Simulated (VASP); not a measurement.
Wanted: the native input for a VASP 6.6.1 run.

```
Task                   : single point
Functional             : PBE
Potentials or basis    : VASP PAW PBE potentials, release 64 (Au, Zn)
Cutoff                 : 520 eV
k mesh                 : 6 × 6 × 6
Occupations            : methfessel-paxton, width 0.1 eV
Spin                   : no spin polarisation
Dipole correction      : no
Further INCAR settings : ALGO = Fast; EDIFF = 1e-07; NBANDS = 18
```

The structure of ZnAu lies in POSCAR:

```
ZnAu
1.0
    3.1470000000      0.0000000000      0.0000000000
    0.0000000000      3.1470000000      0.0000000000
    0.0000000000      0.0000000000      3.1470000000
Au Zn
1 1
Direct
    0.0044500000     -0.0030310000     -0.0105960000
    0.4851550000      0.5154480000      0.5024370000
```

The input as run:

INCAR

```
  PREC = Accurate
  ENCUT = 520
  EDIFF = 1E-7
  ISMEAR = 1
  SIGMA = 0.1
  LREAL = False
  LASPH = True
  NELM = 60
  ALGO = Fast
  ISIF = 2
  LWAVE = False
  LCHARG = True
  GGA = PE
  LELF = True
  LVHAR = True
  NBANDS = 18
```

KPOINTS

```
regular mesh
0
Gamma
  6 6 6
```

Potentials or basis: VASP PAW PBE potentials, release 64 (Au, Zn).

The run is started by

```console
$ cat potpaw_PBE.64/Au/POTCAR potpaw_PBE.64/Zn/POTCAR > POTCAR
$ mpirun -np 1 vasp_std > vasp.out
```

It gave:

- Pressure: 5.6 GPa
- Largest force: 0.364 eV/Å
- Band gap on the k mesh: zero (an odd number of electrons rules out a gap without spin polarisation)

Caveat: the cell stands under pressure; spin-orbit coupling is left out, which moves the levels of the heavy elements.

Wall time 34 s on 1 thread of Intel(R) Xeon(R) Platinum 8259CL CPU @ 2.50GHz (Skylake/Cascade Lake), with other jobs on the host, peak memory 0.18 GiB.
